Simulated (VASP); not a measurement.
# Y (Pm-3m) in VASP: further runs, part 2 of 2

VASP 6.6.1. Earlier steps stand in the parts before.

## 3. Single point, PBE

Input file INCAR:

```
PREC     = Accurate       # precision mode
ENCUT    = 520            # plane-wave cutoff, eV
EDIFF    = 1E-7           # SCF threshold, eV
ISMEAR   = -1             # smearing method
SIGMA    = 0.1            # smearing width, eV
LREAL    = F              # projectors in reciprocal space
LASPH    = T              # aspherical terms in the spheres
NELM     = 100            # most SCF steps
ALGO     = Normal         # electronic algorithm
ISIF     = 2              # what is computed and relaxed
LWAVE    = F              # write WAVECAR
LCHARG   = F              # write CHGCAR
GGA      = PE             # functional
NBANDS   = 12             # bands
```

Input file KPOINTS:

```
regular mesh
0
Gamma
  14 14 14
```

Input file POSCAR:

```
Y
1.0
    3.2680538330      0.0000000000      0.0000000000
    0.0000000000      3.2680538330      0.0000000000
    0.0000000000      0.0000000000      3.2680538330
Y
1
Direct
    0.0000000000      0.0000000000      0.0000000000
```

Potentials or basis: VASP PAW PBE potentials, release 64 (Y_sv).

On the command line:

```console
cat potpaw_PBE.64/Y_sv/POTCAR > POTCAR
mpirun -np 1 vasp_std > vasp.out
```

OUTCAR:

```text
PREC = Accurate
   ENCUT = 520
   EDIFF = 1E-7
   ISMEAR = -1
   LREAL = F
   LASPH = T
   NELM = 100
   ISIF = 2
   GGA = PE

 ion  position               nearest neighbor table
   1  0.000  0.000  0.000-

  LATTYP: Found a simple cubic cell.
 ALAT       =     3.2680538330

  Lattice vectors:

 A1 = (   3.2680538330,   0.0000000000,   0.0000000000)
 A2 = (   0.0000000000,   3.2680538330,   0.0000000000)
 A3 = (   0.0000000000,   0.0000000000,   3.2680538330)

[... 527 lines left out ...]
      3     -20.1718      2.00000
      4     -19.8819      2.00000
      5       0.8184      2.00000
      6       2.6194      1.39381
      7       3.6704      0.00013
      8       5.2935      0.00000
      9       5.9522      0.00000
     10       7.0479      0.00000
     11      10.2304      0.00000
     12      12.9213      0.00000

 [... further k-points ...]
[... 5 lines left out ...]
  --------------------------------------------------------------------------------------
  -------------------------------------------------------------------------------------
  Total       -0.0057325     -0.0057325     -0.0057325     -0.0000000     -0.0000000      0.0000000
  in kB       -0.2631382     -0.2631382     -0.2631382     -0.0000000     -0.0000000      0.0000000
  external PRESSURE =      -0.2631382 kB  Pullay stress =       0.0000000 kB

 VOLUME and BASIS-vectors are now :
 -----------------------------------------------------------------------------
  energy-cutoff  :      520.00
  volume of cell :       34.90
      direct lattice vectors                 reciprocal lattice vectors
     3.268053833  0.000000000  0.000000000     0.305992511  0.000000000  0.000000000
     0.000000000  3.268053833  0.000000000     0.000000000  0.305992511  0.000000000
     0.000000000  0.000000000  3.268053833     0.000000000  0.000000000  0.305992511

 POSITION                                       TOTAL-FORCE (eV/Angst)
 -----------------------------------------------------------------------------------
      0.00000      0.00000      0.00000         0.000000      0.000000      0.000000
 -----------------------------------------------------------------------------------
    total drift:                                0.000000      0.000000      0.000000

  FREE ENERGIE OF THE ION-ELECTRON SYSTEM (eV)
  ---------------------------------------------------
  free  energy   TOTEN  =        -5.6774888015 eV

  energy  without entropy=       -5.5969119831  energy(sigma->0) =       -5.63720039
```

Run time: 21 s. Hardware: 1 thread of Intel Xeon Platinum 8488C (Sapphire Rapids), shared host; peak memory 0.18 GiB.

Results:

* Free energy: -5.6775 eV
* Pressure: 0.0 GPa

Levels at points of the mesh, in eV from the Fermi level:
```csv
k point,band 3,band 4,band 5,band 6,band 7,band 8
"(0.00, 0.00, 0.00)",-22.66,-22.66,-4.47,-0.60,-0.60,5.17
"(0.50, 0.00, 0.00)",-22.60,-22.60,-1.77,-0.01,0.10,2.74
"(0.50, 0.50, 0.00)",-23.25,-22.54,-1.80,0.14,3.27,3.27
"(0.50, 0.50, 0.50)",-23.16,-23.16,-0.55,-0.55,-0.55,5.57
```

## 4. Relaxation of cell and atoms, PBE

Input file INCAR:

```
SYSTEM = Y
ALGO     = Normal         ! electronic algorithm
EDIFF    = 1E-7           ! SCF threshold, eV
EDIFFG   = -0.02          ! ionic threshold
ENCUT    = 600            ! plane-wave cutoff, eV
GGA      = PE             ! functional
IBRION   = 2              ! ionic algorithm
ISIF     = 3              ! what is computed and relaxed
ISMEAR   = -1             ! smearing method
LASPH    = .True.         ! aspherical terms in the spheres
LCHARG   = .False.        ! write CHGCAR
LREAL    = .False.        ! projectors in reciprocal space
LWAVE    = .False.        ! write WAVECAR
NELM     = 80             ! most SCF steps
NSW      = 80             ! ionic steps
PREC     = Accurate       ! precision mode
SIGMA    = 0.1            ! smearing width, eV
```

Input file KPOINTS:

```
k-points
0
Gamma
  14 14 14
  0 0 0
```

POSCAR is that of step 3.

On the command line:

```console
cat potpaw_PBE.64/Y_sv/POTCAR > POTCAR
mpirun -np 1 vasp_std > vasp.out
```

Wall time 32 s (1 thread of Intel Xeon Platinum 8488C (Sapphire Rapids), shared host); peak memory 0.21 GiB.

Results (log left out):

* Free energy: -5.6775 eV
* Pressure after relaxing: 0.0 GPa

Final structure:
```
CELL_PARAMETERS angstrom
3.26805 0.00000 0.00000
0.00000 3.26805 0.00000
0.00000 0.00000 3.26805
ATOMIC_POSITIONS crystal
Y 0.00000 0.00000 0.00000
```

Levels at points of the mesh, in eV from the Fermi level:
| k point | band 1 | band 2 | band 3 | band 4 | band 5 | band 6 | band 7 | band 8 | band 9 |
| --- | --- | --- | --- | --- | --- | --- | --- | --- | --- |
| (0.00, 0.00, 0.00) | -43.01 | -22.66 | -22.66 | -22.66 | -4.47 | -0.60 | -0.60 | 5.17 | 5.17 |
| (0.50, 0.00, 0.00) | -42.94 | -23.35 | -22.60 | -22.60 | -1.77 | -0.01 | 0.10 | 2.74 | 2.74 |
| (0.50, 0.50, 0.00) | -42.88 | -23.25 | -23.25 | -22.54 | -1.80 | 0.14 | 3.27 | 3.27 | 3.51 |
| (0.50, 0.50, 0.50) | -42.82 | -23.16 | -23.16 | -23.16 | -0.55 | -0.55 | -0.55 | 5.57 | 6.84 |

Caveat: the relaxation stopped at its first step, so nothing moved.

## 5. Relaxation of cell and atoms, PBE

This run uses another cell than the first one, of 36.26 Å³/atom, 1.039 times its volume.

Input file INCAR:

```
PREC = Accurate ; ENCUT = 600
EDIFF = 1E-6 ; ISMEAR = -1
SIGMA = 0.1 ; LREAL = False
LASPH = True ; NELM = 80
ALGO = Normal ; ISIF = 3
LWAVE = False ; LCHARG = False
GGA = PE ; IBRION = 2
NSW = 80 ; EDIFFG = -0.02
```

Input file KPOINTS:

```
Automatic mesh
0
Gamma
  14 14 14
```

Input file POSCAR:

```
Y
1.0
    3.3100000000      0.0000000000      0.0000000000
    0.0000000000      3.3100000000      0.0000000000
    0.0000000000      0.0000000000      3.3100000000
Y
1
Direct
    0.0000000000      0.0000000000      0.0000000000
```

On the command line:

```console
cat potpaw_PBE.64/Y_sv/POTCAR > POTCAR
mpirun -np 1 vasp_std > vasp.out
```

Run time: 64 s. Hardware: 1 thread of Intel Xeon Platinum 8488C (Sapphire Rapids), shared host; peak memory 0.21 GiB.

Results (log left out):

```yaml
Free_energy: -5.6776 eV
Relaxed_volume: 34.90 Å³/atom
Relaxed_cell: a = 3.268 Å, b = 3.268 Å, c = 3.268 Å, α = 90.00°, β = 90.00°, γ = 90.00°
Space_group_after_relaxing_to_0.05_Å: Pm-3m (No. 221)
Energy_gained_by_relaxing: 4.3 meV/atom
Ionic_steps: 3
Pressure_after_relaxing: 0.0 GPa
```

Step by step:
```
step  energy change (eV)  largest force (eV/Å)  pressure (GPa)  volume (Å³)
   1              0.0000                0.0000           -0.94        36.26
   2             -0.0041                0.0000           -0.21        35.16
   3             -0.0043                0.0000           -0.02        34.90
```

Final structure:
```cif
data_structure
_symmetry_space_group_name_H-M 'P 1'
_symmetry_Int_Tables_number 1
_cell_length_a 3.2679
_cell_length_b 3.2679
_cell_length_c 3.2679
_cell_angle_alpha 90.000
_cell_angle_beta 90.000
_cell_angle_gamma 90.000
_cell_volume 34.90
loop_
_atom_site_label
_atom_site_type_symbol
_atom_site_fract_x
_atom_site_fract_y
_atom_site_fract_z
_atom_site_occupancy
Y1 Y 0.00000 0.00000 0.00000 1
```

Levels at points of the mesh, in eV from the Fermi level:
| k point | band 1 | band 2 | band 3 | band 4 | band 5 | band 6 | band 7 | band 8 | band 9 |
| --- | --- | --- | --- | --- | --- | --- | --- | --- | --- |
| (0.00, 0.00, 0.00) | -43.01 | -22.66 | -22.66 | -22.66 | -4.47 | -0.60 | -0.60 | 5.17 | 5.17 |
| (0.50, 0.00, 0.00) | -42.94 | -23.35 | -22.60 | -22.60 | -1.77 | -0.01 | 0.10 | 2.74 | 2.74 |
| (0.50, 0.50, 0.00) | -42.88 | -23.25 | -23.25 | -22.54 | -1.80 | 0.14 | 3.28 | 3.28 | 3.51 |
| (0.50, 0.50, 0.50) | -42.82 | -23.16 | -23.16 | -23.16 | -0.55 | -0.55 | -0.55 | 5.57 | 6.84 |

## 6. Summary

```csv
task,cell,cutoff (eV),gap on the mesh (eV),pressure (GPa)
single point,"a = 3.268 Å, 1 atom",520,none,0.0
relaxation of cell and atoms,"relaxed from a = 3.268 Å, 1 atom",600,none,0.0
relaxation of cell and atoms,"relaxed from a = 3.310 Å, 1 atom",600,none,0.0
```

Alike in all rows: level PBE; potentials or basis VASP PAW PBE potentials, release 64 (Y_sv); no spin polarisation; k mesh 14 × 14 × 14; smearing fermi-dirac 0.1 eV.

Caveats: the relaxation stopped at its first step, so nothing moved (some runs).

Absolute energies hang on the potentials; compare differences alone.
